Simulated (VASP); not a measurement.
# ZnS (F-43m) in VASP: a series of runs, part 2 of 3

VASP 6.6.1. The steps go on from the part before.

## (3) Single point, revPBE+D4

This run uses another cell than the first one, of 19.21 Å³/atom, 0.997 times its volume.

The input, INCAR:

```
ALGO = Normal ; EDIFF = 1E-6
ENCUT = 520 ; GGA = RE
ISIF = 2 ; ISMEAR = -1
IVDW = 13 ; LASPH = T
LCHARG = T ; LELF = T
LREAL = F ; LVHAR = T
LWAVE = F ; NBANDS = 16
NELM = 100 ; PREC = Accurate
SIGMA = 0.05
```

The input, KPOINTS:

```
k-points
0
Gamma
  9 9 9
```

The input, POSCAR:

```
ZnS
1.0
    0.0000000000      2.6781506252      2.6781506252
    2.6781506252      0.0000000000      2.6781506252
    2.6781506252      2.6781506252      0.0000000000
Zn S
1 1
Direct
    0.7500000000      0.7500000000      0.7500000000
    0.0000000000      0.0000000000      0.0000000000
```

Potentials or basis: VASP PAW PBE potentials, release 64 (Zn, S).

Command:

```console
$ cat potpaw_PBE.64/Zn/POTCAR potpaw_PBE.64/S/POTCAR > POTCAR
$ mpirun -np 1 vasp_std > vasp.out
```

OUTCAR:

```text
EDIFF = 1E-6
   ENCUT = 520
   GGA = RE
   ISIF = 2
   ISMEAR = -1
   IVDW = 13
   LASPH = T
   LREAL = F
   NELM = 100
   PREC = Accurate

 ion  position               nearest neighbor table
   1  0.750  0.750  0.750-   2 2.32   2 2.32   2 2.32   2 2.32
   2  0.000  0.000  0.000-   1 2.32   1 2.32   1 2.32   1 2.32

  LATTYP: Found a face centered cubic cell.
 ALAT       =     5.3563012504

  Lattice vectors:

 A1 = (   0.0000000000,   2.6781506252,   2.6781506252)
 A2 = (   2.6781506252,   0.0000000000,   2.6781506252)
 A3 = (   2.6781506252,   2.6781506252,   0.0000000000)

Analysis of symmetry for initial positions (statically):
=====================================================================
 Subroutine PRICEL returns:
 Original cell was already a primitive cell.

 Routine SETGRP: Setting up the symmetry group for a
 face centered cubic supercell.

 Subroutine GETGRP returns: Found 24 space group operations
 (whereof 24 operations were pure point group operations)
 out of a pool of 48 trial point group operations.

The static configuration has the point symmetry T_d .

Analysis of symmetry for dynamics (positions and initial velocities):
=====================================================================
 Subroutine PRICEL returns:
 Original cell was already a primitive cell.

 Routine SETGRP: Setting up the symmetry group for a
 face centered cubic supercell.

 Subroutine GETGRP returns: Found 24 space group operations
 (whereof 24 operations were pure point group operations)
 out of a pool of 48 trial point group operations.

The dynamic configuration has the point symmetry T_d .

 Subroutine INISYM returns: Found 24 space group operations
 (whereof 24 operations are pure point group operations),
 and found     1 'primitive' translations

----------------------------------------------------------------------------------------

[... 110 lines left out ...]
   IMIX   =      4    mixing-type and parameters
     AMIX     =   0.40;   BMIX     =  1.00
     AMIX_MAG =   1.60;   BMIX_MAG =  1.00
  volume/ion in A,a.u.               =      19.21       129.63
  Fermi-wavevector in a.u.,A,eV,Ry     =   1.271513  2.402810 21.997142  1.616744
  Thomas-Fermi vector in A             =   2.404442
   LORBIT       =      0    0 simple, 1 ext, 2 COOP (PROOUT), +10 PAW based schemes
   GGA     = RE    functional components
   LHFCALC =     F    Hartree Fock is set to
   AEXX    =    0.0000 exact exchange contribution
   IVDW    =    13    specifies the selected vdW correction
   LEPSILON=     F    determine dielectric tensor
   LRPA    =     F    only Hartree local field effects (RPA)
 non-spin polarized calculation
  energy-cutoff  :      520.00
  volume of cell :       38.42
 maximum number of plane-waves:      1044
   NGX = 15   NGY = 15   NGZ = 15

 number of electron      18.0000016 magnetization

 Free energy of the ion-electron system (eV)
  ---------------------------------------------------
  ext. energy  EPLUGINS =         0.00000000
  ---------------------------------------------------
  free energy    TOTEN  =        -6.23241997 eV

  energy without entropy =       -6.23241997  energy(sigma->0) =       -6.23241997

 E-fermi :   3.4393     XC(G=0):  -9.5992

 val. band max:        2.4408282107   @ k =   0.0000   0.0000   0.0000
 cond. band min:       4.7936974154   @ k =   0.0000   0.0000   0.0000
 fundamental gap:      2.3528692047
 Fermi energy:         3.4393489425

 k-point     1 :       0.0000    0.0000    0.0000
  band No.  band energies     occupation
      1     -10.8771      2.00000
      2      -3.9746      2.00000
      3      -3.9746      2.00000
      4      -3.9746      2.00000
      5      -3.4402      2.00000
      6      -3.4402      2.00000
[... 433 lines left out ...]
      3      -3.6235      2.00000
      4      -3.6235      2.00000
      5      -3.3613      2.00000
      6      -3.2769      2.00000
[... 8 lines left out ...]
     15      16.0559      0.00000
     16      17.6170      0.00000

 [... further k-points ...]

------------------------ aborting loop because EDIFF is reached ----------------------------------------

  DFT-D4 for vdW energy calculation

  Edisp (eV):   -1.14415

  FORCE on cell =-STRESS in cart. coord.  units (eV):
  Direction    XX          YY          ZZ          XY          YZ          ZX
  --------------------------------------------------------------------------------------
  -------------------------------------------------------------------------------------
  Total       0.04571     0.04571     0.04571     0.00000    -0.00000     0.00000
  in kB       1.90611     1.90611     1.90611     0.00000    -0.00000     0.00000
  external pressure =        1.91 kB  Pullay stress =        0.00 kB

 VOLUME and BASIS-vectors are now :
 -----------------------------------------------------------------------------
  energy-cutoff  :      520.00
  volume of cell :       38.42
      direct lattice vectors                 reciprocal lattice vectors
     0.000000000  2.678150625  2.678150625    -0.186695997  0.186695997  0.186695997
     2.678150625  0.000000000  2.678150625     0.186695997 -0.186695997  0.186695997
     2.678150625  2.678150625  0.000000000     0.186695997  0.186695997 -0.186695997

 POSITION                                       TOTAL-FORCE (eV/Angst)
 -----------------------------------------------------------------------------------
      4.01723      4.01723      4.01723         0.000000      0.000000      0.000000
      0.00000      0.00000      0.00000        -0.000000     -0.000000     -0.000000
 -----------------------------------------------------------------------------------
    total drift:                                0.000002      0.000002      0.000001

  FREE ENERGIE OF THE ION-ELECTRON SYSTEM (eV)
  ---------------------------------------------------
  free  energy   TOTEN  =        -7.3765687343 eV

  energy  without entropy=       -7.3765687343  energy(sigma->0) =       -7.37656873
```

OSZICAR:

```text
N       E                     dE             d eps       ncg     rms          rms(c)
DAV:   1     0.840181609848E+02    0.84018E+02   -0.85943E+03  1120   0.135E+03
DAV:   2    -0.162340090958E+01   -0.85642E+02   -0.79916E+02  1328   0.260E+02
DAV:   3    -0.659585533022E+01   -0.49725E+01   -0.49548E+01  1384   0.595E+01
DAV:   4    -0.664473423128E+01   -0.48879E-01   -0.48868E-01  1392   0.621E+00
DAV:   5    -0.664525475205E+01   -0.52052E-03   -0.52051E-03  1344   0.602E-01    0.764E+00
DAV:   6    -0.624883488612E+01    0.39642E+00   -0.69366E-01  1672   0.293E+01    0.592E+00
DAV:   7    -0.622967528337E+01    0.19160E-01   -0.26924E-01  1336   0.454E+00    0.300E+00
DAV:   8    -0.623136580442E+01   -0.16905E-02   -0.64163E-03  1360   0.966E-01    0.780E-01
DAV:   9    -0.623208643521E+01   -0.72063E-03   -0.17223E-03  1408   0.322E-01    0.981E-02
DAV:  10    -0.623241829783E+01   -0.33186E-03   -0.45932E-04  1384   0.158E-01    0.464E-02
DAV:  11    -0.623241736781E+01    0.93002E-06   -0.48595E-05  1336   0.673E-02    0.118E-02
DAV:  12    -0.623241948049E+01   -0.21127E-05   -0.75994E-06  1488   0.264E-02    0.797E-03
DAV:  13    -0.623241996961E+01   -0.48912E-06   -0.17975E-06  1352   0.129E-02
   1 F= -.73765687E+01 E0= -.73765687E+01  d E =-.309417E-10
```

Run time: 21 s. Hardware: 1 thread of Intel Xeon Platinum 8488C (Sapphire Rapids), shared host; peak memory 0.16 GiB.

What came out:

* Free energy: -7.3766 eV
* Pressure: 0.2 GPa
* Band gap on the k mesh: 2.35 eV, direct
* Dispersion energy per atom: -0.572 eV

Caveat: the PAW data sets were made with another functional, which shifts forces and pressure a little.

(Continued in part 3 of 3.)
